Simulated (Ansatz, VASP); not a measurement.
**One calculation of SiSn5, two programs**

The input INCAR:

```
SYSTEM = SiSn5
ALGO     = Normal         ! electronic algorithm
EDIFF    = 1E-6           ! SCF threshold, eV
EDIFFG   = -0.04          ! ionic threshold
ENCUT    = 600            ! plane-wave cutoff, eV
GGA      = PE             ! functional
IBRION   = 2              ! ionic algorithm
ISIF     = 3              ! what is computed and relaxed
ISMEAR   = 0              ! smearing method
LASPH    = .True.         ! aspherical terms in the spheres
LCHARG   = .False.        ! write CHGCAR
LREAL    = .False.        ! projectors in reciprocal space
LWAVE    = .False.        ! write WAVECAR
NELM     = 80             ! most SCF steps
NSW      = 90             ! ionic steps
PREC     = Accurate       ! precision mode
SIGMA    = 0.1            ! smearing width, eV
```

KPOINTS

```
k-points
0
Gamma
  3 3 4
  0 0 0
```

File POSCAR:

```
SiSn5
1.0
    6.3215325900      0.0000000000      0.0000000000
   -3.1607662900      5.4746078100      0.0000000000
    0.0000000000      0.0000000000      4.8630260000
Si Sn
1 5
Direct
    0.0000000000      0.0000000000      0.5000000000
    0.3333333300      0.6666666700      0.5000000000
    0.6666666700      0.3333333300      0.5000000000
    0.5000000000      0.0000000000      0.5000000000
    0.0000000000      0.5000000000      0.5000000000
    0.5000000000      0.5000000000      0.5000000000
```

Input for Ansatz:

```yaml
crystal:
  lattice:
    - [6.32153259, 0.0, 0.0]
    - [-3.16076629, 5.47460781, 0.0]
    - [0.0, 0.0, 4.863026]
  atoms:
    - { symbol: Si, position: [0.0, 0.0, 0.5] }
    - { symbol: Sn, position: [0.33333333, 0.66666667, 0.5] }
    - { symbol: Sn, position: [0.66666667, 0.33333333, 0.5] }
    - { symbol: Sn, position: [0.5, 0.0, 0.5] }
    - { symbol: Sn, position: [0.0, 0.5, 0.5] }
    - { symbol: Sn, position: [0.5, 0.5, 0.5] }
basis:
  ecutwfc: 420
kpoints:
  mp_grid: { grid: [3, 3, 4] }
hamiltonian:
  xc: pbe
scf:
  occupations: { method: gaussian, width: 0.1 }
  lower_state_search: "off"
output:
  forces: true
  stress: true
  eigenvalues: true
relax:
  adjacent_minimum: "off"
  f_tol: 0.04
  max_steps: 70
  cell: { stress_tol: 0.4 }
```

Alike in both runs: task relaxation of cell and atoms; functional PBE; k mesh 3 × 3 × 4; occupations gaussian, width 0.1 eV; no spin polarisation.

|  | VASP | Ansatz |
| --- | --- | --- |
| version | VASP 6.6.1 | Ansatz 0.2.0 |
| potentials or method | VASP PAW PBE potentials, release 64 (Si, Sn_d), cutoff 600 eV | scalar-relativistic, plane waves, PAW |
| valence electrons in the cell | 74 | 74 |

```tsv
	VASP	Ansatz	Ansatz less VASP
gap on the k mesh at the Fermi level, each at its own relaxed structure (eV)	none	none	-
relaxed volume (Å³/atom)	43.25	44.21	+0.961
relaxed cell length with the largest relative difference (Å)	10.354	10.467	+0.1126
```

A gap of «none» marks a metal or a gap that the smearing closes.

The k mesh is coarse, so the values compare programs but aren't converged. Noted on VASP's run: the volume moved by over 15 % at a fixed basis, so the end points are rough.
